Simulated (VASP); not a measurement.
# Al (Fm-3m) in VASP: single point with PBE

Aim: the single point of Al with PBE.

Program: VASP 6.6.1. These are calculated values, not measurements. Logs are shortened: lines on timing, memory, paths and dates and some standing lists are left out, and cuts for length are marked.

## (1) The cell of the first run

The structure is cubic, space group Fm-3m (No. 225). Conventional cell: a = 4.050 Å, b = 4.050 Å, c = 4.050 Å, α = 90.00°, β = 90.00°, γ = 90.00°. Within 3.8 Å of Al (site symmetry m-3m) lie 12 Al at 2.86 Å.

## (2) Single point, PBE

INCAR

```
SYSTEM = Al
ALGO = Normal
EDIFF = 1E-6
ENCUT = 500
GGA = PE
GGA_COMPAT = .FALSE.
ISIF = 2
ISMEAR = -1
LASPH = .TRUE.
LCHARG = .FALSE.
LREAL = .FALSE.
LWAVE = .FALSE.
NBANDS = 30
NELM = 120
PREC = Accurate
SIGMA = 0.1
```

KPOINTS

```
k-points
0
G
  2 3 3
  0 0 0
```

POSCAR

```
Al
1.0
    0.0000000000      6.0744300000      6.0744300000
    4.0496200000      0.0000000000      4.0496200000
    4.0496200000      4.0496200000      0.0000000000
Al
12
Direct
    0.0000000000      0.0000000000      0.0000000000
    0.0000000000      0.0000000000      0.5000000000
    0.0000000000      0.5000000000      0.0000000000
    0.0000000000      0.5000000000      0.5000000000
    0.3333333333      0.0000000000      0.0000000000
    0.3333333333      0.0000000000      0.5000000000
    0.3333333333      0.5000000000      0.0000000000
    0.3333333333      0.5000000000      0.5000000000
    0.6666666667      0.0000000000      0.0000000000
    0.6666666667      0.0000000000      0.5000000000
    0.6666666667      0.5000000000      0.0000000000
    0.6666666667      0.5000000000      0.5000000000
```

Potentials or basis: VASP PAW PBE potentials, release 64 (Al).

Launch:

```bash
> cat potpaw_PBE.64/Al/POTCAR > POTCAR
> mpirun -np 1 vasp_std > vasp.out
```

OUTCAR:

```text
SYSTEM = Al
   EDIFF = 1E-6
   ENCUT = 500
   GGA = PE
   ISIF = 2
   ISMEAR = -1
   LASPH = .TRUE.
   LREAL = .FALSE.
   NELM = 120
   PREC = Accurate

 ion  position               nearest neighbor table
   1  0.000  0.000  0.000-   5 2.86   9 2.86  10 2.86  11 2.86   6 2.86   7 2.86   2 2.86   4 2.86
                             2 2.86   3 2.86   4 2.86   3 2.86
   2  0.000  0.000  0.500-   6 2.86  10 2.86   9 2.86  12 2.86   5 2.86   8 2.86   1 2.86   3 2.86
                             1 2.86   3 2.86   4 2.86   4 2.86
   3  0.000  0.500  0.000-   7 2.86  11 2.86   9 2.86  12 2.86   8 2.86   5 2.86   2 2.86   4 2.86
                             1 2.86   1 2.86   2 2.86   4 2.86
   4  0.000  0.500  0.500-   8 2.86  12 2.86  11 2.86  10 2.86   7 2.86   6 2.86   1 2.86   3 2.86
                             2 2.86   1 2.86   2 2.86   3 2.86
   5  0.333  0.000  0.000-   1 2.86   2 2.86   3 2.86   6 2.86   7 2.86   6 2.86   8 2.86   7 2.86
                             8 2.86  10 2.86  11 2.86   9 2.86
   6  0.333  0.000  0.500-   2 2.86   1 2.86   4 2.86   5 2.86   8 2.86   5 2.86   7 2.86   7 2.86
                             8 2.86   9 2.86  12 2.86  10 2.86
   7  0.333  0.500  0.000-   3 2.86   1 2.86   4 2.86   5 2.86   8 2.86   6 2.86   8 2.86   5 2.86
                             6 2.86  12 2.86   9 2.86  11 2.86
   8  0.333  0.500  0.500-   4 2.86   3 2.86   2 2.86   6 2.86   7 2.86   5 2.86   7 2.86   5 2.86
                             6 2.86  11 2.86  10 2.86  12 2.86
   9  0.667  0.000  0.000-   1 2.86   2 2.86   3 2.86  10 2.86  10 2.86  12 2.86  11 2.86  11 2.86
                            12 2.86   6 2.86   7 2.86   5 2.86
  10  0.667  0.000  0.500-   2 2.86   1 2.86   4 2.86   9 2.86   9 2.86  11 2.86  12 2.86  11 2.86
                            12 2.86   5 2.86   8 2.86   6 2.86
  11  0.667  0.500  0.000-   3 2.86   4 2.86   1 2.86   9 2.86  10 2.86  12 2.86  12 2.86   9 2.86
                            10 2.86   5 2.86   8 2.86   7 2.86
  12  0.667  0.500  0.500-   4 2.86   3 2.86   2 2.86  10 2.86   9 2.86  11 2.86  11 2.86   9 2.86
                            10 2.86   6 2.86   7 2.86   8 2.86

  LATTYP: Found a face centered orthorhombic cell.
 ALAT       =     5.7270275265
 B/A-ratio  =     1.7320508076
 C/A-ratio  =     2.4494897428

  Lattice vectors:

 A1 = (   0.0000000000,   6.0744300000,   6.0744300000)
 A2 = (  -4.0496200000,   2.0248100000,   6.0744300000)
 A3 = (   4.0496200000,  -0.0000000000,   4.0496200000)

Analysis of symmetry for initial positions (statically):
=====================================================================
 Subroutine PRICEL returns following result:

  LATTYP: Found a face centered cubic cell.
 ALAT       =     4.0496200000

  Lattice vectors:

 A1 = (   0.0000000000,   2.0248099998,   2.0248099998)
 A2 = (   2.0248100000,   0.0000000000,   2.0248100000)
 A3 = (   2.0248100000,   2.0248100000,   0.0000000000)

  12 primitive cells build up your supercell.

 Routine SETGRP: Setting up the symmetry group for a
 face centered orthorhombic supercell.

 Subroutine GETGRP returns: Found  4 space group operations
 (whereof  4 operations were pure point group operations)
 out of a pool of  8 trial point group operations.

The static configuration has the point symmetry C_2h.

Analysis of symmetry for dynamics (positions and initial velocities):
=====================================================================
 Subroutine PRICEL returns following result:

  LATTYP: Found a face centered cubic cell.
 ALAT       =     4.0496200000

  Lattice vectors:

 A1 = (   0.0000000000,   2.0248099998,   2.0248099998)
 A2 = (   2.0248100000,   0.0000000000,   2.0248100000)
 A3 = (   2.0248100000,   2.0248100000,   0.0000000000)

  12 primitive cells build up your supercell.

 Routine SETGRP: Setting up the symmetry group for a
 face centered orthorhombic supercell.

 Subroutine GETGRP returns: Found  4 space group operations
 (whereof  4 operations were pure point group operations)
 out of a pool of  8 trial point group operations.

The dynamic configuration has the point symmetry C_2h.

 Subroutine INISYM returns: Found  4 space group operations
 (whereof  4 operations are pure point group operations),
 and found    12 'primitive' translations

----------------------------------------------------------------------------------------

                                     Primitive cell

[... 29 lines left out ...]
     0.041156125 -0.041156125  0.041156125     0.000000000  0.333333333  0.000000000
     0.041156125  0.041156125 -0.041156125     0.000000000  0.000000000  0.333333333

  Length of vectors
     0.071284499  0.071284499  0.071284499

  Shift w.r.t. Gamma in fractional coordinates (k-lattice)
     0.000000000  0.000000000  0.000000000

 WARNING: IBZKPT: internal override: KBLOWUP is changed to .FALSE.
      ... skipping the blow-up phase ...

 Subroutine IBZKPT returns following result:
 ===========================================

 Found      8 irreducible k-points:

 Following reciprocal coordinates:
            Coordinates               Weight
  0.000000  0.000000  0.000000      1.000000
  0.500000  0.000000  0.000000      1.000000
  0.000000  0.333333  0.000000      4.000000
  0.500000  0.333333  0.000000      4.000000
  0.000000  0.333333  0.333333      2.000000
  0.500000  0.333333  0.333333      2.000000
  0.000000 -0.333333  0.333333      2.000000
  0.500000 -0.333333  0.333333      2.000000
   k-points           NKPTS =      8   k-points in BZ     NKDIM =      8   number of bands    NBANDS=     30
   number of dos      NEDOS =    301   number of ions     NIONS =     12
   total plane-waves  NPLWV = 112896
   dimension x,y,z NGX =    64 NGY =   42 NGZ =   42
   dimension x,y,z NGXF=   128 NGYF=   84 NGZF=   84
   ions per type =              12
   NGX,Y,Z   is equivalent  to a cutoff of  12.39, 12.19, 12.19 a.u.
   NGXF,Y,Z  is equivalent  to a cutoff of  24.77, 24.38, 24.38 a.u.
 SYSTEM =  Al
   PREC   = accura    normal or accurate (medium, high low for compatibility)
   ISTART =      0    job   : 0-new  1-cont  2-samecut
   ICHARG =      2    charge: 1-file 2-atom 10-const
   ISPIN  =      1    spin polarized calculation?
   LNONCOLLINEAR =      F non collinear calculations
   LSORBIT =      F    spin-orbit coupling
   LASPH  =      T    aspherical Exc in radial PAW
   ENCUT  =  500.0 eV  36.75 Ry    6.06 a.u.  15.66 10.44 10.44*2*pi/ulx,y,z
   NELM   =    120;   NELMIN=  2; NELMDL= -5     # of ELM steps
   EDIFF  = 0.1E-05   stopping-criterion for ELM
   LREAL  =      F    real-space projection
   EDIFFG = 0.1E-04   stopping-criterion for IOM
   NSW    =      0    number of steps for IOM
   IBRION =     -1    ionic relax: 0-MD 1-quasi-New 2-CG
   NFREE  =      0    steps in history (QN), initial steepest desc. (CG)
   ISIF   =      2    stress and relaxation
   ISYM   =      2    0-nonsym 1-usesym 2-fastsym
   POTIM  = 0.5000    time-step for ionic-motion
   TEBEG  =    0.0;   TEEND  =   0.0 temperature during run
   PSTRESS=    0.0 pullay stress
   NELECT =      36.0000    total number of electrons
   NUPDOWN=      -1.0000    fix difference up-down
   EMIN   =  10.00;   EMAX   =-10.00  energy-range for DOS
   EFERMI =   0.00;   METHOD = LEGACY
   ISMEAR =    -1;   SIGMA  =   0.10  broadening in eV -4-tet -1-fermi 0-gaus
   EFERMI_NEDOS =   21; number of points for ismear=-14 and -15
   IALGO  =     38    algorithm
   IMIX   =      4    mixing-type and parameters
     AMIX     =   0.40;   BMIX     =  1.00
     AMIX_MAG =   1.60;   BMIX_MAG =  1.00
  volume/ion in A,a.u.               =      16.60       112.04
  Fermi-wavevector in a.u.,A,eV,Ry     =   0.925524  1.748987 11.654676  0.856594
  Thomas-Fermi vector in A             =   2.051388
   LORBIT       =      0    0 simple, 1 ext, 2 COOP (PROOUT), +10 PAW based schemes
   GGA     = PE    functional components
   LHFCALC =     F    Hartree Fock is set to
   AEXX    =    0.0000 exact exchange contribution
   IVDW    =     0    specifies the selected vdW correction
   LEPSILON=     F    determine dielectric tensor
   LRPA    =     F    only Hartree local field effects (RPA)
 non-spin polarized calculation
  energy-cutoff  :      500.00
  volume of cell :      199.23
 maximum number of plane-waves:      5094
 NGX is ok and might be reduce to    64
   NGX = 31   NGY = 21   NGZ = 21

 number of electron      36.0000000 magnetization

 Free energy of the ion-electron system (eV)
  ---------------------------------------------------
  ext. energy  EPLUGINS =         0.00000000
  ---------------------------------------------------
  free energy    TOTEN  =       -45.82160881 eV

  energy without entropy =      -45.69456014  energy(sigma->0) =      -45.75808447

 E-fermi :   8.2421     XC(G=0): -10.1745

 val. band max:        7.2850086009   @ k =   0.5000   0.3333   0.0000
 cond. band min:       8.3190637266   @ k =   0.0000  -0.3333   0.3333
 fundamental gap:      1.0340551257
 Fermi energy:         8.2421270259

 k-point     1 :       0.0000    0.0000    0.0000
  band No.  band energies     occupation
      1      -3.1567      2.00000
      2      -0.1786      2.00000
      3      -0.1786      2.00000
      4       2.7356      2.00000
      5       2.7356      2.00000
      6       3.3669      2.00000
[... 253 lines left out ...]
     29      11.0853      0.00000
     30      11.0853      0.00000

------------------------ aborting loop because EDIFF is reached ----------------------------------------

  FORCE on cell =-STRESS in cart. coord.  units (eV):
  Direction    XX          YY          ZZ          XY          YZ          ZX
  --------------------------------------------------------------------------------------
  -------------------------------------------------------------------------------------
  Total       -0.1911376     -0.1911310     -0.1911310     -0.0000014      0.0000041     -0.0000014
  in kB       -1.5370665     -1.5370131     -1.5370131     -0.0000111      0.0000334     -0.0000111
  external PRESSURE =      -1.5370309 kB  Pullay stress =       0.0000000 kB

 VOLUME and BASIS-vectors are now :
 -----------------------------------------------------------------------------
  energy-cutoff  :      500.00
  volume of cell :      199.23
      direct lattice vectors                 reciprocal lattice vectors
     0.000000000  6.074430000  6.074430000    -0.082312250  0.082312250  0.082312250
     4.049620000  0.000000000  4.049620000     0.123468375 -0.123468375  0.123468375
     4.049620000  4.049620000  0.000000000     0.123468375  0.123468375 -0.123468375

 POSITION                                       TOTAL-FORCE (eV/Angst)
 -----------------------------------------------------------------------------------
      0.00000      0.00000      0.00000         0.000000     -0.000000     -0.000000
      2.02481      2.02481      0.00000        -0.000000      0.000000     -0.000000
      2.02481      0.00000      2.02481        -0.000000     -0.000000     -0.000000
      4.04962      2.02481      2.02481        -0.000000      0.000000     -0.000000
      0.00000      2.02481      2.02481        -0.000000      0.000000     -0.000000
      2.02481      4.04962      2.02481         0.000000     -0.000000     -0.000000
      2.02481      2.02481      4.04962         0.000000      0.000000     -0.000000
      4.04962      4.04962      4.04962         0.000000     -0.000000     -0.000000
      0.00000      4.04962      4.04962         0.000000      0.000000      0.000000
      2.02481      6.07443      4.04962         0.000000     -0.000000      0.000000
      2.02481      4.04962      6.07443        -0.000000      0.000000      0.000000
      4.04962      6.07443      6.07443        -0.000000     -0.000000      0.000000
 -----------------------------------------------------------------------------------
    total drift:                                0.000000     -0.000000      0.000000

  FREE ENERGIE OF THE ION-ELECTRON SYSTEM (eV)
  ---------------------------------------------------
  free  energy   TOTEN  =       -45.8216088057 eV

  energy  without entropy=      -45.6945601412  energy(sigma->0) =      -45.75808447
```

Wall time 43 s (1 thread of Intel Xeon Platinum 8259CL at 2.50GHz (Skylake/Cascade Lake), shared host); peak memory 0.31 GiB.

Results:

```
Free energy            : -45.8216 eV
Pressure               : -0.2 GPa
Band gap on the k mesh : zero (bands 18 and 19 overlap by 3.30 eV)
```

Levels at points of the mesh, in eV from the Fermi level:
| k point | band 15 | band 16 | band 17 | band 18 | band 19 | band 20 | band 21 | band 22 |
| --- | --- | --- | --- | --- | --- | --- | --- | --- |
| (0.00, 0.00, 0.00) | -2.63 | -2.63 | -1.91 | 0.19 | 0.19 | 0.73 | 0.73 | 0.73 |
| (0.50, 0.00, 0.00) | -2.63 | -2.63 | -2.63 | -2.63 | -1.91 | -1.91 | 0.73 | 0.73 |

Caveat: the k points lie up to 0.45 Å⁻¹ apart, too coarse for converged energies and pressures of a metal.

The gap in the log of VASP goes by the Fermi energy; the results here count the filled bands.